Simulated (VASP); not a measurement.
# CdTe (Fm-3m) in VASP: a series of runs

The runs below take CdTe through vibrations by perturbation theory, with LDA.

Program: VASP 6.6.1. These are calculated values, not measurements. Logs are shortened: lines on timing, memory, paths and dates and some standing lists are left out, and cuts for length are marked.

### 1 The cell of the first run

Symmetry: Fm-3m, No. 225, cubic system. Conventional cell: a = 5.974 Å, b = 5.974 Å, c = 5.974 Å, α = 90.00°, β = 90.00°, γ = 90.00°. Within 3.9 Å of Cd (site symmetry m-3m) lie 6 Te at 2.99 Å. Within 3.9 Å of Te (site symmetry m-3m) lie 6 Cd at 2.99 Å.

### 2 Vibrations by perturbation theory, LDA

The input, INCAR:

```
SYSTEM = CdTe
PREC = Accurate
ENCUT = 520
EDIFF = 1E-8
ISMEAR = -1
SIGMA = 0.15
LREAL = .False.
LASPH = .True.
NELM = 80
ALGO = Normal
ISIF = 2
LWAVE = .False.
LCHARG = .False.
NBANDS = 16
IBRION = 8
NSW = 1
```

The input, KPOINTS:

```
Automatic mesh
0
Gamma
  12 12 12
  0 0 0
```

The input, POSCAR:

```
CdTe
1.0
    0.0000000000      2.9872000000      2.9872000000
    2.9872000000      0.0000000000      2.9872000000
    2.9872000000      2.9872000000      0.0000000000
Cd Te
1 1
Direct
    0.0000000000      0.0000000000      0.0000000000
    0.5000000000      0.5000000000      0.5000000000
```

Potentials or basis: VASP PAW LDA potentials, release 64 (Cd, Te).

Run with:

```
cat potpaw_LDA.64/Cd/POTCAR potpaw_LDA.64/Te/POTCAR > POTCAR
mpirun -np 1 vasp_std > vasp.out
```

OUTCAR:

```text
SYSTEM = CdTe
   PREC = Accurate
   ENCUT = 520
   EDIFF = 1E-8
   ISMEAR = -1
   LREAL = .False.
   LASPH = .True.
   NELM = 80
   ISIF = 2
   IBRION = 8
   NSW = 1

 ion  position               nearest neighbor table
   1  0.000  0.000  0.000-   2 2.99   2 2.99   2 2.99   2 2.99   2 2.99   2 2.99
   2  0.500  0.500  0.500-   1 2.99   1 2.99   1 2.99   1 2.99   1 2.99   1 2.99

  LATTYP: Found a face centered cubic cell.
 ALAT       =     5.9744000000

  Lattice vectors:

 A1 = (   0.0000000000,   2.9872000000,   2.9872000000)
 A2 = (   2.9872000000,   0.0000000000,   2.9872000000)
 A3 = (   2.9872000000,   2.9872000000,   0.0000000000)

Analysis of symmetry for initial positions (statically):
=====================================================================
 Subroutine PRICEL returns:
 Original cell was already a primitive cell.

 Routine SETGRP: Setting up the symmetry group for a
 face centered cubic supercell.

 Subroutine GETGRP returns: Found 48 space group operations
 (whereof 48 operations were pure point group operations)
 out of a pool of 48 trial point group operations.

The static configuration has the point symmetry O_h .

Analysis of symmetry for dynamics (positions and initial velocities):
=====================================================================
 Subroutine PRICEL returns:
 Original cell was already a primitive cell.

 Routine SETGRP: Setting up the symmetry group for a
 face centered cubic supercell.

 Subroutine GETGRP returns: Found 48 space group operations
 (whereof 48 operations were pure point group operations)
 out of a pool of 48 trial point group operations.

The dynamic configuration has the point symmetry O_h .

 Subroutine INISYM returns: Found 48 space group operations
 (whereof 48 operations are pure point group operations),
 and found     1 'primitive' translations

----------------------------------------------------------------------------------------

                                     Primitive cell

  volume of cell :      53.3117

  direct lattice vectors                    reciprocal lattice vectors
     0.000000000  2.987200000  2.987200000    -0.167380825  0.167380825  0.167380825
     2.987200000  0.000000000  2.987200000     0.167380825 -0.167380825  0.167380825
     2.987200000  2.987200000  0.000000000     0.167380825  0.167380825 -0.167380825

  length of vectors
     4.224538754  4.224538754  4.224538754     0.289912093  0.289912093  0.289912093

  position of ions in fractional coordinates (direct lattice)
     0.000000000  0.000000000  0.000000000
     0.500000000  0.500000000  0.500000000

  ion indices of the primitive-cell ions
   primitive index   ion index
                 1           1
                 2           2

----------------------------------------------------------------------------------------

 KPOINTS: Automatic mesh

Automatic generation of k-mesh.
 Grid dimensions read from file:
 generate k-points for:   12   12   12

 Generating k-lattice:

  Cartesian coordinates                     Fractional coordinates (reciprocal lattice)
    -0.013948402  0.013948402  0.013948402     0.083333333  0.000000000  0.000000000
     0.013948402 -0.013948402  0.013948402     0.000000000  0.083333333  0.000000000
     0.013948402  0.013948402 -0.013948402     0.000000000  0.000000000  0.083333333

  Length of vectors
     0.024159341  0.024159341  0.024159341

[... 75 lines left out ...]
  Fermi-wavevector in a.u.,A,eV,Ry     =   1.139965  2.154221 17.681033  1.299519
  Thomas-Fermi vector in A             =   2.276667
   LORBIT       =      0    0 simple, 1 ext, 2 COOP (PROOUT), +10 PAW based schemes
   GGA     = CA    functional components
   LHFCALC =     F    Hartree Fock is set to
   AEXX    =    0.0000 exact exchange contribution
   IVDW    =     0    specifies the selected vdW correction
   LEPSILON=     F    determine dielectric tensor
   LRPA    =     F    only Hartree local field effects (RPA)
 non-spin polarized calculation
  energy-cutoff  :      520.00
  volume of cell :       53.31
 maximum number of plane-waves:      1459
   NGX = 15   NGY = 15   NGZ = 15

--------------------------------------- Ionic step        1  -------------------------------------------

 number of electron      17.9999994 magnetization

 Free energy of the ion-electron system (eV)
  ---------------------------------------------------
  ext. energy  EPLUGINS =         0.00000000
  ---------------------------------------------------
  free energy    TOTEN  =        -5.85832547 eV

  energy without entropy =       -5.80320748  energy(sigma->0) =       -5.83076647

 E-fermi :   4.4784     XC(G=0): -10.2955

 val. band max:        4.4716521151   @ k =  -0.2500   0.0833   0.0000
 cond. band min:       4.4982448812   @ k =  -0.3333   0.0833   0.0000
 fundamental gap:      0.0265927661
 Fermi energy:         4.4783715085

 k-point     1 :       0.0000    0.0000    0.0000
  band No.  band energies     occupation
      1      -7.6143      2.00000
      2      -3.9729      2.00000
      3      -3.9729      2.00000
      4      -3.9251      2.00000
      5      -3.9251      2.00000
      6      -3.9251      2.00000
[... 433 lines left out ...]
      3      -4.0207      2.00000
      4      -3.9577      2.00000
      5      -3.8203      2.00000
      6      -3.7654      2.00000
[... 8 lines left out ...]
     15      14.6610      0.00000
     16      15.0125      0.00000

 [... further k-points ...]

------------------------ aborting loop because EDIFF is reached ----------------------------------------

  FORCE on cell =-STRESS in cart. coord.  units (eV):
  Direction    XX          YY          ZZ          XY          YZ          ZX
  --------------------------------------------------------------------------------------
  -------------------------------------------------------------------------------------
  Total       -0.2859094     -0.2859094     -0.2859094      0.0000000      0.0000000      0.0000000
  in kB       -8.5924309     -8.5924309     -8.5924309      0.0000000      0.0000000      0.0000000
  external PRESSURE =      -8.5924309 kB  Pullay stress =       0.0000000 kB

 VOLUME and BASIS-vectors are now :
 -----------------------------------------------------------------------------
  energy-cutoff  :      520.00
  volume of cell :       53.31
      direct lattice vectors                 reciprocal lattice vectors
     0.000000000  2.987200000  2.987200000    -0.167380825  0.167380825  0.167380825
     2.987200000  0.000000000  2.987200000     0.167380825 -0.167380825  0.167380825
     2.987200000  2.987200000  0.000000000     0.167380825  0.167380825 -0.167380825

 POSITION                                       TOTAL-FORCE (eV/Angst)
 -----------------------------------------------------------------------------------
      0.00000      0.00000      0.00000        -0.000000     -0.000000     -0.000000
      2.98720      2.98720      2.98720         0.000000      0.000000      0.000000
 -----------------------------------------------------------------------------------
    total drift:                                0.000000     -0.000000     -0.000000

  FREE ENERGIE OF THE ION-ELECTRON SYSTEM (eV)
  ---------------------------------------------------
  free  energy   TOTEN  =        -5.8583254653 eV

  energy  without entropy=       -5.8032074783  energy(sigma->0) =       -5.83076647

[... ionic steps 2 to 3 ...]

--------------------------------------- Ionic step        4  -------------------------------------------

------------------------ aborting loop because EDIFF is reached ----------------------------------------

[... ionic steps 5 to 6 ...]

--------------------------------------- Ionic step        7  -------------------------------------------

 Free energy of the ion-electron system (eV)
  ---------------------------------------------------
  ---------------------------------------------------
  free energy    TOTEN  =        -0.04722347 eV

  energy without entropy =       -0.04722346

------------------------ aborting loop because EDIFF is reached ----------------------------------------

 INTERNAL STRAIN TENSOR  FOR ION    2  DIRECTION 1   (eV/Angst):
 -----------------------------------------------------------------------------
    -0.03673  0.00000 -0.00000
    -0.00000  0.03033  0.00000
     0.00000  0.00000  0.03033

 INTERNAL STRAIN TENSOR FOR ION    2 for displacements in x,y,z  (eV/Angst):
          X           Y           Z          XY          YZ          ZX
  --------------------------------------------------------------------------------
  x     0.00000     0.00000     0.00000     0.00000     0.00000     0.00000
  y     0.00000     0.00000     0.00000     0.00000     0.00000     0.00000
  z     0.00000     0.00000     0.00000     0.00000     0.00000     0.00000

 SECOND DERIVATIVES (NOT SYMMETRIZED)
 ------------------------------------
               1X          1Y          1Z          2X          2Y          2Z
  1X    -1.615829    0.000000    0.000000    1.615829    0.000000    0.000000
  1Y     0.000000   -1.615829    0.000000    0.000000    1.615829    0.000000
  1Z     0.000000    0.000000   -1.615829    0.000000    0.000000    1.615829
  2X     1.644140    0.000000    0.000000   -1.644140    0.000000    0.000000
  2Y     0.000000    1.644140    0.000000    0.000000   -1.644140    0.000000
  2Z     0.000000    0.000000    1.644140    0.000000    0.000000   -1.644140

 Eigenvectors and eigenvalues of the dynamical matrix
 ----------------------------------------------------

   1 f  =    2.581149 THz    16.217835 2PiTHz   86.097851 cm-1    10.674768 meV
             X         Y         Z           dx          dy          dz
      0.000000  0.000000  0.000000     0.000000    0.726164    0.000000
      2.987200  2.987200  2.987200     0.000000   -0.687522    0.000000
[... 21 lines left out ...]
   6 f/i=    0.011191 THz     0.070317 2PiTHz    0.373300 cm-1     0.046283 meV
             X         Y         Z           dx          dy          dz
      0.000000  0.000000  0.000000     0.000000    0.000000   -0.687522
      2.987200  2.987200  2.987200     0.000000    0.000000   -0.726164

--------------------------------------------------------------------------------------------------------

 ELASTIC MODULI CONTR FROM IONIC RELAXATION (kBar)
 Direction    XX          YY          ZZ          XY          YZ          ZX
 --------------------------------------------------------------------------------
 XX           0.0000      0.0000      0.0000      0.0000      0.0000      0.0000
 YY           0.0000      0.0000      0.0000      0.0000      0.0000      0.0000
 ZZ           0.0000      0.0000      0.0000      0.0000      0.0000      0.0000
 XY           0.0000      0.0000      0.0000      0.0000      0.0000      0.0000
 YZ           0.0000      0.0000      0.0000      0.0000      0.0000      0.0000
 ZX           0.0000      0.0000      0.0000      0.0000      0.0000      0.0000
 --------------------------------------------------------------------------------
```

Run time: 5.1 min. Hardware: 1 thread of Intel Xeon 8259CL, shared host; peak memory 0.42 GiB.

What came out:

```
Highest phonon frequency at Γ, LO-TO splitting left out : 86 cm⁻¹
```

Phonon frequencies in cm⁻¹ (negative: imaginary):
```
              q point     frequencies
(0.000, 0.000, 0.000)  0 0 0 86 86 86
```

Caveat: spin-orbit coupling is left out, which moves the levels of the heavy elements.

(Part 1 of 2 ends here.)
